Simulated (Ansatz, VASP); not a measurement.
ZrC: VASP beside Ansatz

Contents of INCAR:

```
SYSTEM = ZrC
  PREC = Accurate
  ENCUT = 520
  EDIFF = 1E-6
  ISMEAR = 0
  SIGMA = 0.15
  LREAL = .False.
  LASPH = .True.
  NELM = 60
  ALGO = Normal
  ISIF = 2
  LWAVE = .False.
  LCHARG = .False.
  GGA = PE
  NBANDS = 15
```

File KPOINTS:

```
regular mesh
0
Gamma
  18 18 18
  0 0 0
```

Contents of POSCAR:

```
ZrC
1.0
    0.0000000000      2.2562016000      2.2562016000
    2.2562016000      0.0000000000      2.2562016000
    2.2562016000      2.2562016000      0.0000000000
Zr C
1 1
Direct
    0.5000000000      0.5000000000      0.5000000000
    0.0000000000      0.0000000000      0.0000000000
```

Input for Ansatz:

```yaml
crystal:
  lattice:
    - [0.0, 2.2562016, 2.2562016]
    - [2.2562016, 0.0, 2.2562016]
    - [2.2562016, 2.2562016, 0.0]
  atoms:
    - { symbol: Zr, position: [0.5, 0.5, 0.5] }
    - { symbol: C, position: [0.0, 0.0, 0.0] }
basis:
  ecutwfc: 420
kpoints:
  mp_grid: { grid: [18, 18, 18] }
hamiltonian:
  xc: pbe
scf:
  occupations: { method: gaussian, width: 0.15 }
output:
  forces: true
  stress: true
  eigenvalues: true
```

Change from the starting cell: strain -0.040 along x and y, -0.040 along z, atoms carried along.

Alike in both runs: task single point; functional PBE; k mesh 18 × 18 × 18; occupations gaussian, width 0.15 eV; no spin polarisation.

|  | VASP | Ansatz |
| --- | --- | --- |
| version | VASP 6.6.1 | Ansatz 0.2.0 |
| potentials or method | VASP PAW PBE potentials, release 64 (Zr_sv, C), cutoff 520 eV | scalar-relativistic, plane waves, PAW |
| valence electrons in the cell | 16 | 16 |

Ansatz gave:

| Quantity | Value |
| --- | --- |
| gap on the k mesh at the Fermi level (eV) | none |
| pressure (GPa) | 36.7 |

Task: What did VASP give for the same quantities?

Result: gap on the k mesh at the Fermi level (eV): none; pressure (GPa): 37.0.

A gap of «none» marks a metal or a gap that the smearing closes. Both programs put the cell under a high pressure, so it lies far from rest at this level.
